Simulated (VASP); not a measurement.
# Sr (Immm) in VASP: notebook

The runs below take Sr through single point, with PBEsol.

All numbers are computed with VASP 6.6.1; they aren't measurements. Logs are shortened: lines on timing, memory, paths and dates and some standing lists are left out, and cuts for length are marked.

## 1. The cell of the first run

The structure is orthorhombic, space group Immm (No. 71). The conventional cell has a = 4.227 Å, b = 4.378 Å, c = 6.085 Å, α = 90.00°, β = 90.00°, γ = 90.00°. Within 5.5 Å of Sr (site symmetry mmm) lie 12 Sr at 4.23 to 4.38 Å.

## 2. Single point, PBEsol (strain +0.0350 x Voigt [0, 0, 0, 0, 0, 1])

INCAR reads:

```
PREC = Accurate
ENCUT = 520
EDIFF = 1E-7
ISMEAR = 0
SIGMA = 0.03
LREAL = F
LASPH = T
NELM = 80
ALGO = Normal
ISIF = 2
LWAVE = F
LCHARG = F
GGA = PS
NBANDS = 11
```

KPOINTS reads:

```
regular mesh
0
Gamma
  10 10 10
```

POSCAR reads:

```
Sr
1.0
    0.0532411250      3.0423500000      3.0423500000
    3.0423500000      0.0532411250      3.0423500000
    3.0955911250      3.0955911250      0.0000000000
Sr
1
Direct
    0.0000000000      0.0000000000      0.0000000000
```

Potentials or basis: VASP PAW PBE potentials, release 64 (Sr_sv).

Launch:

```console
$ cat potpaw_PBE.64/Sr_sv/POTCAR > POTCAR
$ mpirun -np 1 vasp_std > vasp.out
```

OUTCAR:

```text
PREC = Accurate
   ENCUT = 520
   EDIFF = 1E-7
   ISMEAR = 0
   LREAL = F
   LASPH = T
   NELM = 80
   ISIF = 2
   GGA = PS

 ion  position               nearest neighbor table
   1  0.000  0.000  0.000-

  LATTYP: Found a body centered orthorhombic cell.
 ALAT       =     4.2272383104
 B/A-ratio  =     1.0356234097
 C/A-ratio  =     1.4394031169

  Lattice vectors:

 A1 = (   3.0423500000,   0.0532411250,  -3.0423500000)
 A2 = (  -3.0423500000,  -0.0532411250,  -3.0423500000)
 A3 = (   0.0532411250,   3.0423500000,   3.0423500000)

Analysis of symmetry for initial positions (statically):
=====================================================================
 Subroutine PRICEL returns:
 Original cell was already a primitive cell.

 Routine SETGRP: Setting up the symmetry group for a
 body centered orthorhombic supercell.

 Subroutine GETGRP returns: Found  8 space group operations
 (whereof  8 operations were pure point group operations)
 out of a pool of  8 trial point group operations.

The static configuration has the point symmetry D_2h.

Analysis of symmetry for dynamics (positions and initial velocities):
=====================================================================
 Subroutine PRICEL returns:
 Original cell was already a primitive cell.

 Routine SETGRP: Setting up the symmetry group for a
 body centered orthorhombic supercell.

 Subroutine GETGRP returns: Found  8 space group operations
 (whereof  8 operations were pure point group operations)
 out of a pool of  8 trial point group operations.

The dynamic configuration has the point symmetry D_2h.

 Subroutine INISYM returns: Found  8 space group operations
 (whereof  8 operations are pure point group operations),
 and found     1 'primitive' translations

----------------------------------------------------------------------------------------

                                     Primitive cell

  volume of cell :      56.3021

  direct lattice vectors                    reciprocal lattice vectors
     0.053241125  3.042350000  3.042350000    -0.167273934  0.167273934  0.164346640
     3.042350000  0.053241125  3.042350000     0.167273934 -0.167273934  0.164346640
     3.095591125  3.095591125  0.000000000     0.161520039  0.161520039 -0.164346640

  length of vectors
     4.302862032  4.302862032  4.377826953     0.288046795  0.288046795  0.281402317
[... 83 lines left out ...]
   IBRION =     -1    ionic relax: 0-MD 1-quasi-New 2-CG
   NFREE  =      0    steps in history (QN), initial steepest desc. (CG)
   ISIF   =      2    stress and relaxation
   ISYM   =      2    0-nonsym 1-usesym 2-fastsym
   POTIM  = 0.5000    time-step for ionic-motion
   TEBEG  =    0.0;   TEEND  =   0.0 temperature during run
   PSTRESS=    0.0 pullay stress
   NELECT =      10.0000    total number of electrons
   NUPDOWN=      -1.0000    fix difference up-down
   EMIN   =  10.00;   EMAX   =-10.00  energy-range for DOS
   EFERMI =   0.00;   METHOD = LEGACY
   ISMEAR =     0;   SIGMA  =   0.03  broadening in eV -4-tet -1-fermi 0-gaus
   EFERMI_NEDOS =   21; number of points for ismear=-14 and -15
   IALGO  =     38    algorithm
   IMIX   =      4    mixing-type and parameters
     AMIX     =   0.40;   BMIX     =  1.00
     AMIX_MAG =   1.60;   BMIX_MAG =  1.00
  volume/ion in A,a.u.               =      56.30       379.95
  Fermi-wavevector in a.u.,A,eV,Ry     =   0.920238  1.738997 11.521921  0.846837
  Thomas-Fermi vector in A             =   2.045521
   LORBIT       =      0    0 simple, 1 ext, 2 COOP (PROOUT), +10 PAW based schemes
   GGA     = PS    functional components
   LHFCALC =     F    Hartree Fock is set to
   AEXX    =    0.0000 exact exchange contribution
   IVDW    =     0    specifies the selected vdW correction
   LEPSILON=     F    determine dielectric tensor
   LRPA    =     F    only Hartree local field effects (RPA)
 non-spin polarized calculation
 Gauss-broadening in eV      SIGMA  =   0.03
  energy-cutoff  :      520.00
  volume of cell :       56.30
 maximum number of plane-waves:      1544
   NGX = 15   NGY = 15   NGZ = 17

 number of electron      10.0000000 magnetization

 Free energy of the ion-electron system (eV)
  ---------------------------------------------------
  ext. energy  EPLUGINS =         0.00000000
  ---------------------------------------------------
  free energy    TOTEN  =        -1.82422562 eV

  energy without entropy =       -1.82326536  energy(sigma->0) =       -1.82374549

 E-fermi :   1.4343     XC(G=0):  -7.3590

 val. band max:        1.4306381097   @ k =  -0.4000   0.3000   0.0000
 cond. band min:       1.4391101711   @ k =  -0.3000   0.5000   0.3000
 fundamental gap:      0.0084720614
 Fermi energy:         1.4343319390

 k-point     1 :       0.0000    0.0000    0.0000
  band No.  band energies     occupation
      1     -35.1689      2.00000
      2     -17.0745      2.00000
      3     -17.0733      2.00000
      4     -17.0731      2.00000
      5      -2.2047      2.00000
      6       3.5881      0.00000
      7       3.7087      0.00000
      8       3.8643      0.00000
      9       5.1664      0.00000
     10       5.1694      0.00000
     11       8.4489      0.00000
[... 309 lines left out ...]
 k-point    24 :       0.4000    0.3000    0.0000
  band No.  band energies     occupation
      1     -35.1554      2.00000
      2     -17.2118      2.00000
      3     -17.1304      2.00000
      4     -17.1269      2.00000
      5       0.0461      2.00000
      6       2.0594      0.00000
      7       2.7405      0.00000
      8       4.7053      0.00000
      9       5.2832      0.00000
     10       6.0840      0.00000
     11       7.7035      0.00000

 [... further k-points ...]

------------------------ aborting loop because EDIFF is reached ----------------------------------------

  FORCE on cell =-STRESS in cart. coord.  units (eV):
  Direction    XX          YY          ZZ          XY          YZ          ZX
  --------------------------------------------------------------------------------------
  -------------------------------------------------------------------------------------
  Total       -0.3090161     -0.3090161     -0.3017878     -0.0803913      0.0000000      0.0000000
  in kB       -8.7936107     -8.7936107     -8.5879168     -2.2876806      0.0000000      0.0000000
  external PRESSURE =      -8.7250461 kB  Pullay stress =       0.0000000 kB

 VOLUME and BASIS-vectors are now :
 -----------------------------------------------------------------------------
  energy-cutoff  :      520.00
  volume of cell :       56.30
      direct lattice vectors                 reciprocal lattice vectors
     0.053241125  3.042350000  3.042350000    -0.167273934  0.167273934  0.164346640
     3.042350000  0.053241125  3.042350000     0.167273934 -0.167273934  0.164346640
     3.095591125  3.095591125  0.000000000     0.161520039  0.161520039 -0.164346640

 POSITION                                       TOTAL-FORCE (eV/Angst)
 -----------------------------------------------------------------------------------
      0.00000      0.00000      0.00000         0.000000      0.000000      0.000000
 -----------------------------------------------------------------------------------
    total drift:                                0.000000      0.000000      0.000000

  FREE ENERGIE OF THE ION-ELECTRON SYSTEM (eV)
  ---------------------------------------------------
  free  energy   TOTEN  =        -1.8242256214 eV

  energy  without entropy=       -1.8232653624  energy(sigma->0) =       -1.82374549
```

OSZICAR:

```text
N       E                     dE             d eps       ncg     rms          rms(c)
DAV:   1     0.358193660041E+02    0.35819E+02   -0.47368E+03  3770   0.781E+02
DAV:   2    -0.515288806769E-01   -0.35871E+02   -0.35161E+02  4387   0.150E+02
DAV:   3    -0.175545567986E+01   -0.17039E+01   -0.16871E+01  5685   0.241E+01
DAV:   4    -0.182510908776E+01   -0.69653E-01   -0.69162E-01  4910   0.450E+00
DAV:   5    -0.182661068318E+01   -0.15016E-02   -0.15014E-02  5311   0.511E-01    0.114E+01
DAV:   6    -0.182512963350E+01    0.14810E-02   -0.62084E-03  4510   0.893E-01    0.641E+00
DAV:   7    -0.182422563601E+01    0.90400E-03   -0.11287E-02  4801   0.116E+00    0.258E-01
DAV:   8    -0.182420092187E+01    0.24714E-04   -0.92400E-04  5708   0.183E-01    0.527E-02
DAV:   9    -0.182421983886E+01   -0.18917E-04   -0.27433E-05  4823   0.306E-02    0.227E-02
DAV:  10    -0.182422594372E+01   -0.61049E-05   -0.30184E-06  4518   0.155E-02    0.529E-03
DAV:  11    -0.182422571117E+01    0.23255E-06   -0.20157E-07  4643   0.362E-03    0.341E-03
DAV:  12    -0.182422562138E+01    0.89794E-07   -0.59000E-08  2885   0.120E-03
   1 F= -.18242256E+01 E0= -.18237455E+01  d E =-.960259E-03
```

stdout:

```text
POSCAR found type information on POSCAR Sr
 POSCAR found :  1 types and       1 ions
 scaLAPACK will be used
 -----------------------------------------------------------------------------
|                                                                             |
|                                                                             |
|     You enforced a specific xc type in the INCAR file but a different       |
|     I HOPE YOU KNOW WHAT YOU ARE DOING!                                     |
|                                                                             |
 -----------------------------------------------------------------------------

 LDA part: xc-table for (Slater+PW92), standard interpolation
 POSCAR, INCAR and KPOINTS ok, starting setup
 FFT: planning ... GRIDC
 FFT: planning ... GRID_SOFT
 FFT: planning ... GRID
 WAVECAR not read
 entering main loop
```

Run time: 28 s. Hardware: 1 thread of Intel Xeon 6975P-C (Granite Rapids), shared host; peak memory 0.26 GiB.

What came out:

* Free energy: -1.8242 eV
* Pressure: -0.9 GPa
* Band gap on the k mesh: zero (bands 5 and 6 overlap by 0.11 eV)

Caveat: the cell differs from its parent crystal (strain +0.0350 x Voigt [0, 0, 0, 0, 0, 1]); the PAW data sets were made with another functional, which shifts forces and pressure a little.

## 3. Single point, PBEsol (strain +0.0250 x Voigt [0, 0, 0, 0, 0, 1])

INCAR reads:

```
PREC = Accurate ; ENCUT = 520
EDIFF = 1E-7 ; ISMEAR = 0
SIGMA = 0.03 ; LREAL = False
LASPH = True ; NELM = 100
ALGO = Fast ; ISIF = 2
LWAVE = False ; LCHARG = False
GGA = PS ; NBANDS = 11
```

KPOINTS is that of step 2.

POSCAR reads:

```
Sr
1.0
    0.0380293750      3.0423500000      3.0423500000
    3.0423500000      0.0380293750      3.0423500000
    3.0803793750      3.0803793750      0.0000000000
Sr
1
Direct
    0.0000000000      0.0000000000      0.0000000000
```

Potentials or basis: VASP PAW PBE potentials, release 64 (Sr_sv).

Launch:

```console
$ cat potpaw_PBE.64/Sr_sv/POTCAR > POTCAR
$ mpirun -np 1 vasp_std > vasp.out
```

It took 34 s on 1 thread of Intel Xeon 6975P-C (Granite Rapids), shared host; peak memory 0.25 GiB.

Results (log left out):

```
Free energy            : -1.8248 eV
Pressure               : -0.9 GPa
Band gap on the k mesh : zero (bands 5 and 6 overlap by 0.09 eV)
```

Stress tensor (GPa, compression positive):
```
-0.90 -0.13  0.00
-0.13 -0.90  0.00
 0.00  0.00 -0.86
```

Levels at points of the mesh, in eV from the Fermi level:
```tsv
k point	band 2	band 3	band 4	band 5	band 6	band 7	band 8	band 9
(0.00, 0.00, 0.00)	-18.51	-18.51	-18.51	-3.64	2.19	2.28	2.39	3.73
(0.50, 0.00, 0.00)	-18.70	-18.54	-18.53	-1.11	0.07	2.04	2.19	4.71
(0.50, 0.50, 0.00)	-18.68	-18.58	-18.57	-0.64	0.33	0.98	4.75	4.97
(0.00, 0.00, 0.50)	-18.69	-18.54	-18.53	-1.18	-0.02	2.08	2.24	4.67
(0.50, 0.00, 0.50)	-18.68	-18.58	-18.58	-0.64	0.34	0.99	4.74	5.03
```

Caveat: the cell differs from its parent crystal (strain +0.0250 x Voigt [0, 0, 0, 0, 0, 1]); the PAW data sets were made with another functional, which shifts forces and pressure a little.

## 4. Single point, PBEsol (strain +0.0150 x Voigt [0, 0, 0, 0, 0, 1])

INCAR reads:

```
PREC = Accurate ; ENCUT = 520
EDIFF = 1E-7 ; ISMEAR = 0
SIGMA = 0.03 ; LREAL = False
LASPH = True ; NELM = 100
ALGO = Normal ; ISIF = 2
LWAVE = False ; LCHARG = True
GGA = PS ; LELF = True
LVHAR = True ; NBANDS = 11
```

KPOINTS is that of step 3.

POSCAR reads:

```
Sr
1.0
    0.0228176250      3.0423500000      3.0423500000
    3.0423500000      0.0228176250      3.0423500000
    3.0651676250      3.0651676250      0.0000000000
Sr
1
Direct
    0.0000000000      0.0000000000      0.0000000000
```

Launch:

```console
$ cat potpaw_PBE.64/Sr_sv/POTCAR > POTCAR
$ mpirun -np 1 vasp_std > vasp.out
```

It took 23 s on 1 thread of Intel Xeon 6975P-C (Granite Rapids), shared host; peak memory 0.25 GiB.

The run converged. Its results:

```
Free energy            : -1.8251 eV
Pressure               : -0.9 GPa
Band gap on the k mesh : zero (bands 5 and 6 overlap by 0.08 eV)
```

Stress tensor (GPa, compression positive):
```
-0.91 -0.06  0.00
-0.06 -0.91  0.00
 0.00  0.00 -0.88
```

Levels at points of the mesh, in eV from the Fermi level:
| k point | band 2 | band 3 | band 4 | band 5 | band 6 | band 7 | band 8 | band 9 |
| --- | --- | --- | --- | --- | --- | --- | --- | --- |
| (0.00, 0.00, 0.00) | -18.51 | -18.51 | -18.51 | -3.64 | 2.23 | 2.29 | 2.35 | 3.73 |
| (0.50, 0.00, 0.00) | -18.69 | -18.54 | -18.53 | -1.12 | 0.06 | 2.08 | 2.17 | 4.73 |
| (0.50, 0.50, 0.00) | -18.68 | -18.58 | -18.57 | -0.64 | 0.34 | 0.98 | 4.75 | 5.04 |
| (0.00, 0.00, 0.50) | -18.69 | -18.53 | -18.53 | -1.17 | 0.00 | 2.11 | 2.20 | 4.70 |
| (0.50, 0.00, 0.50) | -18.68 | -18.57 | -18.57 | -0.64 | 0.34 | 0.99 | 4.75 | 5.04 |

Caveat: the cell differs from its parent crystal (strain +0.0150 x Voigt [0, 0, 0, 0, 0, 1]); the PAW data sets were made with another functional, which shifts forces and pressure a little.

## 5. Single point, PBEsol (strain +0.0050 x Voigt [0, 0, 0, 0, 0, 1])

INCAR reads:

```
PREC     = Accurate       # precision mode
ENCUT    = 520            # plane-wave cutoff, eV
EDIFF    = 1E-6           # SCF threshold, eV
ISMEAR   = 0              # smearing method
SIGMA    = 0.03           # smearing width, eV
LREAL    = F              # projectors in reciprocal space
LASPH    = T              # aspherical terms in the spheres
NELM     = 100            # most SCF steps
ALGO     = Normal         # electronic algorithm
ISIF     = 2              # what is computed and relaxed
LWAVE    = F              # write WAVECAR
LCHARG   = T              # write CHGCAR
GGA      = PS             # functional
LELF     = T              # ELF
LVHAR    = T            
NBANDS   = 11             # bands
```

KPOINTS is that of step 4.

POSCAR reads:

```
Sr
1.0
    0.0076058750      3.0423500000      3.0423500000
    3.0423500000      0.0076058750      3.0423500000
    3.0499558750      3.0499558750      0.0000000000
Sr
1
Direct
    0.0000000000      0.0000000000      0.0000000000
```

Launch:

```console
$ cat potpaw_PBE.64/Sr_sv/POTCAR > POTCAR
$ mpirun -np 1 vasp_std > vasp.out
```

Run time: 21 s. Hardware: 1 thread of Intel Xeon 6975P-C (Granite Rapids), shared host; peak memory 0.25 GiB.

The run converged. Its results:

- Free energy: -1.8252 eV
- Pressure: -0.9 GPa
- Band gap on the k mesh: zero (bands 5 and 6 overlap by 0.06 eV)

Levels at points of the mesh, in eV from the Fermi level:
| k point | band 3 | band 4 | band 5 | band 6 | band 7 | band 8 |
| --- | --- | --- | --- | --- | --- | --- |
| (0.00, 0.00, 0.00) | -18.51 | -18.51 | -3.64 | 2.27 | 2.29 | 2.31 |
| (0.50, 0.00, 0.00) | -18.53 | -18.53 | -1.14 | 0.04 | 2.12 | 2.15 |
| (0.50, 0.50, 0.00) | -18.57 | -18.57 | -0.64 | 0.34 | 0.99 | 4.75 |
| (0.00, 0.00, 0.50) | -18.53 | -18.53 | -1.15 | 0.02 | 2.13 | 2.16 |
| (0.50, 0.00, 0.50) | -18.57 | -18.57 | -0.64 | 0.34 | 0.99 | 4.75 |

Caveat: the cell differs from its parent crystal (strain +0.0050 x Voigt [0, 0, 0, 0, 0, 1]); the PAW data sets were made with another functional, which shifts forces and pressure a little.

## 6. The runs side by side

```csv
cell,gap on the mesh (eV),pressure (GPa)
"a = 4.303, b = 4.303, c = 4.378 Å, angles 59.4, 59.4, 58.8°, 1 atom",none,-0.9
"a = 4.303, b = 4.303, c = 4.356 Å, angles 59.6, 59.6, 59.2°, 1 atom",none,-0.9
"a = 4.303, b = 4.303, c = 4.335 Å, angles 59.8, 59.8, 59.5°, 1 atom",none,-0.9
"a = 4.303, b = 4.303, c = 4.313 Å, angles 59.9, 59.9, 59.8°, 1 atom",none,-0.9
```

Alike in all rows: task single point; level PBEsol; potentials or basis VASP PAW PBE potentials, release 64 (Sr_sv); no spin polarisation; k mesh 10 × 10 × 10; cutoff (eV) 520; smearing gaussian 0.03 eV.

Caveats: the PAW data sets were made with another functional, which shifts forces and pressure a little.

Total energies depend on the potentials used, so only differences within one code and one set of settings carry meaning.
